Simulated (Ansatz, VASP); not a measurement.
**Two plane-wave programs on MnO2**

```
Mn O
1.0
     4.45753    0.00000    0.00000
     0.00000    4.45753    0.00000
     0.00000    0.00000    2.94289
Mn O
2 4
Cartesian
  0.0000 0.0000 0.0000
  2.2288 2.2288 1.4714
  1.3644 1.3644 0.0000
  0.8644 3.5932 1.4714
  3.0931 3.0931 0.0000
  3.5932 0.8644 1.4714
```

Alike in both runs: functional PBE; k mesh 4 × 4 × 8; occupations gaussian, width 0.1 eV; collinear spin; Hubbard terms Mn d U = 3.9 eV.

Ansatz relaxed the structure, and its values are those at the end. VASP's run is a single point on that final structure, the one shown.

|  | VASP | Ansatz |
| --- | --- | --- |
| version | VASP 6.6.1 | Ansatz 0.2.0 |
| potentials or method | VASP PAW PBE potentials, release 64 (Mn_pv, O), cutoff 520 eV | scalar-relativistic, plane waves, PAW |
| valence electrons in the cell | 50 | 54 |

VASP gave:

| Item | Value |
| --- | --- |
| gap on the k mesh at the Fermi level (eV) | none |
| pressure (GPa) | 0.7 |
| rms of the force components (eV/Å) | 0.012 |
| net moment per atom (μB) | 1.01 |
| size of the moment on the site where the two differ most (μB) | 3.13 |

What did Ansatz give for the same quantities?

gap on the k mesh at the Fermi level (eV): none; pressure (GPa): 0.0; rms of the force components (eV/Å): 0.001; net moment per atom (μB): 1.01; size of the moment on the site where the two differ most (μB): 2.78.

Site moments also hang on the region over which each program counts them. The programs project onto different local orbitals, so the same U acts differently, and such runs can settle in different states. A gap of «none» marks a metal or a gap that the smearing closes. VASP's potentials hold 50 valence electrons a cell and Ansatz's 54, so a difference there can come from the potentials and not from the codes. Ansatz's warnings: filled band counts differ across k points.
